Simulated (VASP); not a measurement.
Write the native input for VASP 6.6.1 that does the following.

```yaml
Task: single point
Functional: PBE
Potentials_or_basis: VASP PAW PBE potentials, release 64 (Gd, N)
Cutoff: 520 eV
k_mesh: 10 × 10 × 10
Occupations: gaussian, width 0.05 eV
Spin: collinear spin, ferromagnetic start
Starting_moments: "[7.63, 0.0] μB"
Hubbard_terms: Gd f U = 6.0 eV
Dipole_correction: no
Further_INCAR_settings: ALGO = Normal; EDIFF = 1e-06; NBANDS = 22
```

The structure of GdN lies in POSCAR:

```
GdN
1.0
    0.0000000000      2.4994985661      2.4994985661
    2.4994985661      0.0000000000      2.4994985661
    2.4994985661      2.4994985661      0.0000000000
Gd N
1 1
Direct
    0.5000000000      0.5000000000      0.5000000000
    0.0000000000      0.0000000000      0.0000000000
```

These files were run (other wordings do the same):

INCAR

```
SYSTEM = GdN
  PREC = Accurate
  ENCUT = 520
  EDIFF = 1E-6
  ISMEAR = 0
  SIGMA = 0.05
  LREAL = .False.
  LASPH = .True.
  NELM = 150
  ALGO = Normal
  ISIF = 2
  LWAVE = .False.
  LCHARG = .False.
  ISPIN = 2
  MAGMOM = 7.63 0
  LORBIT = 11
  LMAXMIX = 6
  LDAU = .True.
  LDAUTYPE = 2
  LDAUL = 3 -1
  LDAUU = 6 0
  LDAUJ = 0 0
  LDAUPRINT = 1
  GGA = PE
  NBANDS = 22
```

KPOINTS

```
regular mesh
0
Gamma
  10 10 10
  0 0 0
```

Potentials or basis: VASP PAW PBE potentials, release 64 (Gd, N).

Run with:

```console
$ cat potpaw_PBE.64/Gd/POTCAR potpaw_PBE.64/N/POTCAR > POTCAR
$ mpirun -np 1 vasp_std > vasp.out
```

Results of the run:

The pressure is 0.5 GPa and the band gap on the k mesh is zero (filled and empty bands overlap). The net moment is 7.00 μB per cell, the site moments are Gd +6.87; N -0.12 μB and the valence electrons inside the program's atomic spheres are Gd 15.21; N 3.63.

Caveat: spin-orbit coupling is left out, which moves the levels of the heavy elements; a cell with one magnetic atom can't hold antiferromagnetic order, which such compounds often take.

Run time: 96 s on 1 thread of Intel(R) Xeon(R) Platinum 8259CL CPU @ 2.50GHz (Skylake/Cascade Lake), on a shared host, peak memory 0.22 GiB.
